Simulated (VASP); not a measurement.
# In3Sb (Pm-3m) in VASP: notebook

In3Sb is run at these levels: LDA; tasks: relaxation of cell and atoms.

All numbers are computed with VASP 6.6.1; they aren't measurements. Logs are shortened: lines on timing, memory, paths and dates and some standing lists are left out, and cuts for length are marked.

### Step 1. The cell of the first run

Symmetry: Pm-3m, No. 221, cubic system. The conventional cell has a = 4.837 Å, b = 4.837 Å, c = 4.837 Å, α = 90.00°, β = 90.00°, γ = 90.00°. In (site symmetry 4/mmm) has 8 In at 3.42 Å and 4 Sb at 3.42 Å within 4.5 Å. Sb (site symmetry m-3m) has 12 In at 3.42 Å within 4.5 Å.

### Step 2. Relaxation of cell and atoms, LDA, target pressure 5 GPa, at which the enthalpy is minimised

Contents of INCAR:

```
PREC = Accurate
ENCUT = 500
EDIFF = 1E-7
ISMEAR = -1
SIGMA = 0.1
LREAL = False
LASPH = True
NELM = 120
ALGO = Normal
ISIF = 3
LWAVE = False
LCHARG = False
IBRION = 2
NSW = 80
EDIFFG = -0.02
PSTRESS = 50.0
GGA_COMPAT = False
NELMIN = 4
```

Contents of KPOINTS:

```
regular mesh
0
Gamma
  4 4 4
```

Contents of POSCAR:

```
In3Sb
1.0
    4.8369620000      0.0000000000      0.0000000000
    0.0000000000      4.8369620000      0.0000000000
    0.0000000000      0.0000000000      4.8369620000
In Sb
3 1
Direct
    0.5000000000      0.5000000000      0.0000000000
    0.5000000000      0.0000000000      0.5000000000
    0.0000000000      0.5000000000      0.5000000000
    0.0000000000      0.0000000000      0.0000000000
```

Potentials or basis: VASP PAW LDA potentials, release 64 (In_d, Sb).

The run is started by

```
cat potpaw_LDA.64/In_d/POTCAR potpaw_LDA.64/Sb/POTCAR > POTCAR
mpirun -np 1 vasp_std > vasp.out
```

OUTCAR:

```text
PREC = Accurate
   ENCUT = 500
   EDIFF = 1E-7
   ISMEAR = -1
   LREAL = False
   LASPH = True
   NELM = 120
   ISIF = 3
   IBRION = 2
   NSW = 80
   EDIFFG = -0.02
   PSTRESS = 50.0
   NELMIN = 4

 ion  position               nearest neighbor table
   1  0.500  0.500  0.000-   2 3.42   3 3.42   4 3.42   2 3.42   3 3.42   2 3.42   4 3.42   2 3.42
                             3 3.42   4 3.42   3 3.42   4 3.42
   2  0.500  0.000  0.500-   1 3.42   3 3.42   4 3.42   1 3.42   4 3.42   1 3.42   3 3.42   1 3.42
                             3 3.42   4 3.42   4 3.42   3 3.42
   3  0.000  0.500  0.500-   1 3.42   2 3.42   4 3.42   1 3.42   4 3.42   2 3.42   4 3.42   4 3.42
                             1 3.42   2 3.42   1 3.42   2 3.42
   4  0.000  0.000  0.000-   1 3.42   2 3.42   3 3.42   2 3.42   3 3.42   1 3.42   3 3.42   3 3.42
                             1 3.42   2 3.42   2 3.42   1 3.42

  LATTYP: Found a simple cubic cell.
 ALAT       =     4.8369620000

  Lattice vectors:

 A1 = (   4.8369620000,   0.0000000000,   0.0000000000)
 A2 = (   0.0000000000,   4.8369620000,   0.0000000000)
 A3 = (   0.0000000000,   0.0000000000,   4.8369620000)

Analysis of symmetry for initial positions (statically):
=====================================================================
 Subroutine PRICEL returns:
 Original cell was already a primitive cell.

 Routine SETGRP: Setting up the symmetry group for a
 simple cubic supercell.

 Subroutine GETGRP returns: Found 48 space group operations
 (whereof 48 operations were pure point group operations)
 out of a pool of 48 trial point group operations.

The static configuration has the point symmetry O_h .

Analysis of symmetry for dynamics (positions and initial velocities):
=====================================================================
 Subroutine PRICEL returns:
 Original cell was already a primitive cell.

 Routine SETGRP: Setting up the symmetry group for a
 simple cubic supercell.

 Subroutine GETGRP returns: Found 48 space group operations
 (whereof 48 operations were pure point group operations)
 out of a pool of 48 trial point group operations.

The dynamic configuration has the point symmetry O_h .

 Subroutine INISYM returns: Found 48 space group operations
 (whereof 48 operations are pure point group operations),
 and found     1 'primitive' translations

----------------------------------------------------------------------------------------

                                     Primitive cell

  volume of cell :     113.1665

  direct lattice vectors                    reciprocal lattice vectors
     4.836962000  0.000000000  0.000000000     0.206741339  0.000000000  0.000000000
     0.000000000  4.836962000  0.000000000     0.000000000  0.206741339  0.000000000
     0.000000000  0.000000000  4.836962000     0.000000000  0.000000000  0.206741339

  length of vectors
     4.836962000  4.836962000  4.836962000     0.206741339  0.206741339  0.206741339

  position of ions in fractional coordinates (direct lattice)
     0.500000000  0.500000000  0.000000000
     0.500000000  0.000000000  0.500000000
     0.000000000  0.500000000  0.500000000
     0.000000000  0.000000000  0.000000000

  ion indices of the primitive-cell ions
   primitive index   ion index
                 1           1
                 2           2
                 3           3
                 4           4

----------------------------------------------------------------------------------------

 KPOINTS: regular mesh

Automatic generation of k-mesh.
 Grid dimensions read from file:
 generate k-points for:    4    4    4

 Generating k-lattice:

  Cartesian coordinates                     Fractional coordinates (reciprocal lattice)
     0.051685335  0.000000000  0.000000000     0.250000000  0.000000000  0.000000000
     0.000000000  0.051685335  0.000000000     0.000000000  0.250000000  0.000000000
     0.000000000  0.000000000  0.051685335     0.000000000  0.000000000  0.250000000

  Length of vectors
     0.051685335  0.051685335  0.051685335

  Shift w.r.t. Gamma in fractional coordinates (k-lattice)
     0.000000000  0.000000000  0.000000000

 Subroutine IBZKPT returns following result:
 ===========================================

 Found     10 irreducible k-points:

 Following reciprocal coordinates:
            Coordinates               Weight
  0.000000  0.000000  0.000000      1.000000
  0.250000  0.000000  0.000000      6.000000
  0.500000  0.000000  0.000000      3.000000
  0.250000  0.250000  0.000000     12.000000
  0.500000  0.250000  0.000000     12.000000
  0.500000  0.500000  0.000000      3.000000
  0.250000  0.250000  0.250000      8.000000
  0.500000  0.250000  0.250000     12.000000
  0.500000  0.500000  0.250000      6.000000
  0.500000  0.500000  0.500000      1.000000
   k-points           NKPTS =     10   k-points in BZ     NKDIM =     10   number of bands    NBANDS=     26
   number of dos      NEDOS =    301   number of ions     NIONS =      4
   total plane-waves  NPLWV =  46656
   dimension x,y,z NGX =    36 NGY =   36 NGZ =   36
   dimension x,y,z NGXF=    72 NGYF=   72 NGZF=   72
   ions per type =               3   1
   NGX,Y,Z   is equivalent  to a cutoff of  12.37, 12.37, 12.37 a.u.
   NGXF,Y,Z  is equivalent  to a cutoff of  24.75, 24.75, 24.75 a.u.
 SYSTEM =  unknown system
   PREC   = accura    normal or accurate (medium, high low for compatibility)
   ISTART =      0    job   : 0-new  1-cont  2-samecut
   ICHARG =      2    charge: 1-file 2-atom 10-const
   ISPIN  =      1    spin polarized calculation?
   LNONCOLLINEAR =      F non collinear calculations
   LSORBIT =      F    spin-orbit coupling
   LASPH  =      T    aspherical Exc in radial PAW
   ENCUT  =  500.0 eV  36.75 Ry    6.06 a.u.   8.82  8.82  8.82*2*pi/ulx,y,z
   NELM   =    120;   NELMIN=  4; NELMDL= -5     # of ELM steps
   EDIFF  = 0.1E-06   stopping-criterion for ELM
   LREAL  =      F    real-space projection
   EDIFFG = -.2E-01   stopping-criterion for IOM
   NSW    =     80    number of steps for IOM
   IBRION =      2    ionic relax: 0-MD 1-quasi-New 2-CG
   NFREE  =      1    steps in history (QN), initial steepest desc. (CG)
   ISIF   =      3    stress and relaxation
   ISYM   =      2    0-nonsym 1-usesym 2-fastsym
   POTIM  = 0.5000    time-step for ionic-motion
   TEBEG  =    0.0;   TEEND  =   0.0 temperature during run
   PSTRESS=   50.0 pullay stress
   NELECT =      44.0000    total number of electrons
   NUPDOWN=      -1.0000    fix difference up-down
   EMIN   =  10.00;   EMAX   =-10.00  energy-range for DOS
   EFERMI =   0.00;   METHOD = LEGACY
   ISMEAR =    -1;   SIGMA  =   0.10  broadening in eV -4-tet -1-fermi 0-gaus
   EFERMI_NEDOS =   21; number of points for ismear=-14 and -15
   IALGO  =     38    algorithm
   IMIX   =      4    mixing-type and parameters
     AMIX     =   0.40;   BMIX     =  1.00
     AMIX_MAG =   1.60;   BMIX_MAG =  1.00
  volume/ion in A,a.u.               =      28.29       190.92
  Fermi-wavevector in a.u.,A,eV,Ry     =   1.194867  2.257972 19.425148  1.427708
  Thomas-Fermi vector in A             =   2.330847
   LORBIT       =      0    0 simple, 1 ext, 2 COOP (PROOUT), +10 PAW based schemes
   GGA     = CA    functional components
   LHFCALC =     F    Hartree Fock is set to
   AEXX    =    0.0000 exact exchange contribution
   IVDW    =     0    specifies the selected vdW correction
   LEPSILON=     F    determine dielectric tensor
   LRPA    =     F    only Hartree local field effects (RPA)
 conjugate gradient relaxation of ions
 non-spin polarized calculation
  energy-cutoff  :      500.00
  volume of cell :      113.17
 maximum number of plane-waves:      2897
 NGX is ok and might be reduce to    36
   NGX = 17   NGY = 17   NGZ = 17

--------------------------------------- Ionic step        1  -------------------------------------------

 number of electron      43.9999994 magnetization

 Free energy of the ion-electron system (eV)
  ---------------------------------------------------
  ext. energy  EPLUGINS =         0.00000000
  ---------------------------------------------------
  free energy    TOTEN  =       -14.17477493 eV

  energy without entropy =      -14.08467926  energy(sigma->0) =      -14.12972709

------------------------ aborting loop because EDIFF is reached ----------------------------------------

  FORCE on cell =-STRESS in cart. coord.  units (eV):
  Direction    XX          YY          ZZ          XY          YZ          ZX
  --------------------------------------------------------------------------------------
  -------------------------------------------------------------------------------------
  Total       -3.1252573     -3.1252573     -3.1252573      0.0000000     -0.0000000     -0.0000000
  in kB      -44.2464400    -44.2464400    -44.2464400      0.0000000     -0.0000000     -0.0000000
  external PRESSURE =     -94.2464400 kB  Pullay stress =      50.0000000 kB

 VOLUME and BASIS-vectors are now :
 -----------------------------------------------------------------------------
  energy-cutoff  :      500.00
  volume of cell :      113.17
      direct lattice vectors                 reciprocal lattice vectors
     4.836962000  0.000000000  0.000000000     0.206741339  0.000000000  0.000000000
     0.000000000  4.836962000  0.000000000     0.000000000  0.206741339  0.000000000
     0.000000000  0.000000000  4.836962000     0.000000000  0.000000000  0.206741339
[... 50 lines left out ...]
  FREE ENERGIE OF THE ION-ELECTRON SYSTEM (eV)
  ---------------------------------------------------
  free  energy   TOTEN  =       -14.0787213775 eV

  energy  without entropy=      -14.0375407192  energy(sigma->0) =      -14.05813105

  enthalpy is  TOTEN    =       -11.3312394077 eV   P V=        2.7474819698

--------------------------------------- Ionic step        3  -------------------------------------------

 number of electron      44.0000041 magnetization

 Free energy of the ion-electron system (eV)
  ---------------------------------------------------
  ext. energy  EPLUGINS =         0.00000000
  ---------------------------------------------------
  free energy    TOTEN  =       -14.27975770 eV

  energy without entropy =      -14.23390270  energy(sigma->0) =      -14.25683020

 E-fermi :   9.2733     XC(G=0): -11.1061

 val. band max:        9.2348270305   @ k =   0.5000   0.0000   0.0000
 cond. band min:       9.6070804212   @ k =   0.5000   0.2500   0.2500
 fundamental gap:      0.3722533907
 Fermi energy:         9.2732595204

 k-point     1 :       0.0000    0.0000    0.0000
  band No.  band energies     occupation
      1      -5.8158      2.00000
      2      -5.7789      2.00000
      3      -5.7789      2.00000
      4      -5.7789      2.00000
      5      -5.5878      2.00000
      6      -5.5878      2.00000
[... 18 lines left out ...]
     25      11.6222      0.00000
     26      13.2250      0.00000
[... 281 lines left out ...]
 POSITION                                       TOTAL-FORCE (eV/Angst)
 -----------------------------------------------------------------------------------
      2.26171      2.26171     -0.00000         0.000000      0.000000      0.000000
      2.26171     -0.00000      2.26171        -0.000000     -0.000000      0.000000
     -0.00000      2.26171      2.26171         0.000000     -0.000000      0.000000
      0.00000      0.00000      0.00000        -0.000000      0.000000      0.000000
 -----------------------------------------------------------------------------------
    total drift:                                0.000000      0.000000      0.000000

  FREE ENERGIE OF THE ION-ELECTRON SYSTEM (eV)
  ---------------------------------------------------
  free  energy   TOTEN  =       -14.2797577011 eV

  energy  without entropy=      -14.2339026985  energy(sigma->0) =      -14.25683020

  enthalpy is  TOTEN    =       -11.3913468873 eV   P V=        2.8884108138

 reached required accuracy - stopping structural energy minimisation
```

Run time: 37 s. Hardware: 1 thread of Intel Xeon 6975P-C (Granite Rapids), shared host; peak memory 0.19 GiB.

Results:

- Free energy: -14.2798 eV
- Relaxed volume: 23.14 Å³/atom
- Relaxed cell: a = 4.523 Å, b = 4.523 Å, c = 4.523 Å, α = 90.00°, β = 90.00°, γ = 90.00°
- Space group after relaxing (to 0.1 Å): Pm-3m (No. 221)
- Energy change on relaxing (the run minimises the enthalpy): -26.2 meV/atom
- Ionic steps: 3
- Pressure after relaxing: 5.0 GPa
- Band gap on the k mesh: zero (bands 22 and 23 overlap by 4.59 eV)

Step by step:
```tsv
step	energy change (eV)	largest force (eV/Å)	pressure (GPa)	volume (Å³)
1	0.0000	0.0000	-4.42	113.17
2	0.0961	0.0000	9.50	88.04
3	-0.1050	0.0000	4.96	92.55
```

Final structure:
```
In Sb
1.0
     4.52342    0.00000    0.00000
     0.00000    4.52342    0.00000
     0.00000    0.00000    4.52342
In Sb
3 1
Direct
  0.50000 0.50000 0.00000
  0.50000 0.00000 0.50000
  0.00000 0.50000 0.50000
  0.00000 0.00000 0.00000
```

Levels at points of the mesh, in eV from the Fermi level:
```csv
k point,band 18,band 19,band 20,band 21,band 22,band 23,band 24,band 25,band 26
"(0.00, 0.00, 0.00)",-3.80,-3.80,-3.80,-2.33,-2.33,2.35,2.35,2.35,3.95
"(0.50, 0.00, 0.00)",-3.91,-2.14,-2.14,-1.51,-0.69,-0.69,-0.04,0.66,4.98
"(0.50, 0.50, 0.00)",-7.00,-6.67,-0.91,-0.29,0.48,0.48,1.32,1.32,1.57
"(0.50, 0.50, 0.50)",-5.16,-5.16,-4.83,-4.83,-4.83,-4.11,6.14,6.14,6.14
```

Caveat: the cell is relaxed towards a set pressure, so the run minimises the enthalpy, not the energy; the volume moved by over 15 % at a fixed basis, so the end points are rough; spin-orbit coupling is left out, which moves the levels of the heavy elements.

### Step 3. Relaxation of cell and atoms, LDA, target pressure 10 GPa, at which the enthalpy is minimised

Contents of INCAR:

```
ALGO = Normal
EDIFF = 1E-7
EDIFFG = -0.02
ENCUT = 500
GGA_COMPAT = False
IBRION = 2
ISIF = 3
ISMEAR = -1
LASPH = True
LCHARG = False
LREAL = False
LWAVE = False
NELM = 120
NELMIN = 4
NSW = 80
PREC = Accurate
PSTRESS = 100.0
SIGMA = 0.1
```

Contents of KPOINTS:

```
k-points
0
Gamma
  4 4 4
```

POSCAR is that of step 2.

Potentials or basis: VASP PAW LDA potentials, release 64 (In_d, Sb).

The run is started by

```
cat potpaw_LDA.64/In_d/POTCAR potpaw_LDA.64/Sb/POTCAR > POTCAR
mpirun -np 1 vasp_std > vasp.out
```

Wall time 53 s (1 thread of Intel Xeon 6975P-C (Granite Rapids), shared host); peak memory 0.19 GiB.

Results (log left out):

```yaml
Free_energy: -14.0526 eV
Relaxed_volume: 21.90 Å³/atom
Relaxed_cell: a = 4.441 Å, b = 4.441 Å, c = 4.441 Å, α = 90.00°, β = 90.00°, γ = 90.00°
Space_group_after_relaxing_to_0.1_Å: Pm-3m (No. 221)
Energy_change_on_relaxing_the_run_minimises_the_enthalpy: +30.5 meV/atom
Ionic_steps: 6
Pressure_after_relaxing: 10.0 GPa
Band_gap_on_the_k_mesh: zero (bands 22 and 23 overlap by 5.01 eV)
```

Step by step:
| step | energy change (eV) | largest force (eV/Å) | pressure (GPa) | volume (Å³) |
| --- | --- | --- | --- | --- |
| 1 | 0.0000 | 0.0000 | -4.42 | 113.17 |
| 2 | 1.4190 | 0.0000 | 29.25 | 76.36 |
| 3 | 0.1039 | 0.0000 | 9.65 | 87.91 |
| 4 | 0.1325 | 0.0000 | 10.18 | 87.45 |
| 5 | 0.1138 | 0.0000 | 9.85 | 87.74 |
| 6 | 0.1221 | 0.0000 | 9.99 | 87.61 |

Final structure:
```yaml
crystal:
  lattice:
    - [4.44139, 0.00000, 0.00000]
    - [0.00000, 4.44139, 0.00000]
    - [0.00000, 0.00000, 4.44139]
  atoms:
    - { symbol: In, position: [0.50000, 0.50000, 0.00000] }
    - { symbol: In, position: [0.50000, 0.00000, 0.50000] }
    - { symbol: In, position: [0.00000, 0.50000, 0.50000] }
    - { symbol: Sb, position: [0.00000, 0.00000, 0.00000] }
```

Levels at points of the mesh, in eV from the Fermi level:
| k point | band 20 | band 21 | band 22 | band 23 | band 24 | band 25 |
| --- | --- | --- | --- | --- | --- | --- |
| (0.00, 0.00, 0.00) | -4.02 | -2.25 | -2.25 | 2.45 | 2.45 | 2.45 |
| (0.50, 0.00, 0.00) | -2.25 | -1.33 | -0.78 | -0.78 | -0.03 | 0.60 |
| (0.50, 0.50, 0.00) | -0.91 | -0.25 | 0.64 | 0.64 | 1.32 | 1.32 |
| (0.50, 0.50, 0.50) | -4.87 | -4.87 | -4.87 | -4.37 | 6.52 | 6.52 |

Caveat: the cell is relaxed towards a set pressure, so the run minimises the enthalpy, not the energy; the volume moved by over 15 % at a fixed basis, so the end points are rough; spin-orbit coupling is left out, which moves the levels of the heavy elements.
